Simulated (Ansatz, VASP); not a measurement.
## SiC in VASP and in Ansatz

INCAR

```
SYSTEM = SiC
ALGO = Normal ; EDIFF = 1E-7
ENCUT = 520 ; GGA = PE
ISIF = 2 ; ISMEAR = -1
LASPH = .True. ; LCHARG = .False.
LREAL = .False. ; LWAVE = .False.
NBANDS = 16 ; NELM = 100
PREC = Accurate ; SIGMA = 0.02
```

Contents of KPOINTS:

```
k-points
0
Gamma
  12 12 6
  0 0 0
```

The input POSCAR:

```
SiC
1.0
    3.1061098016      0.0000000000      0.0000000000
   -1.5530549008      2.6899699951      0.0000000000
    0.0000000000      0.0000000000      5.0985891719
Si C
2 2
Direct
    0.3333333333      0.6666666667     -0.0004083989
    0.6666666667      0.3333333333      0.4995916011
    0.3333333333      0.6666666667      0.3754083989
    0.6666666667      0.3333333333      0.8754083989
```

Input for Ansatz:

```yaml
crystal:
  lattice:
    - [3.1061098016, 0.0, 0.0]
    - [-1.5530549008, 2.6899699951, 0.0]
    - [0.0, 0.0, 5.0985891719]
  atoms:
    - { symbol: Si, position: [0.3333333333, 0.6666666667, -0.0004083989] }
    - { symbol: Si, position: [0.6666666667, 0.3333333333, 0.4995916011] }
    - { symbol: C, position: [0.3333333333, 0.6666666667, 0.3754083989] }
    - { symbol: C, position: [0.6666666667, 0.3333333333, 0.8754083989] }
kpoints:
  mp_grid: { grid: [12, 12, 6] }
  band_path:
    path:
      - [0.0, 0.0, 0.0]
      - [0.5, 0.0, 0.0]
      - [0.3333333333, 0.3333333333, 0.0]
      - [0.0, 0.0, 0.5]
      - [0.5, 0.0, 0.5]
      - [0.3333333333, 0.3333333333, 0.5]
    npoints: 1
hamiltonian:
  xc: pbe
scf:
  occupations: { method: fermi_dirac, width: 0.02 }
  n_extra_bands: 5
output:
  forces: true
  stress: true
  eigenvalues: true
```

Change from the starting cell: hydrostatic strain +1.0%.

Alike in both runs: task single point; functional PBE; k mesh 12 × 12 × 6; occupations fermi-dirac, width 0.02 eV; no spin polarisation.

|  | VASP | Ansatz |
| --- | --- | --- |
| version | VASP 6.6.1 | Ansatz 0.2.0 |
| potentials or method | VASP PAW PBE potentials, release 64 (Si, C) | plane waves, PAW |
| plane-wave cutoff (eV) | 520 | 420 |
| valence electrons in the cell | 16 | 16 |

```tsv
	VASP	Ansatz	Ansatz less VASP
gap on the k mesh at the Fermi level (eV)	2.33	2.33	+0.003
pressure (GPa)	-2.9	-2.9	+0.04
```

With one functional, cell and mesh, what is left measures potentials, basis and numerics.
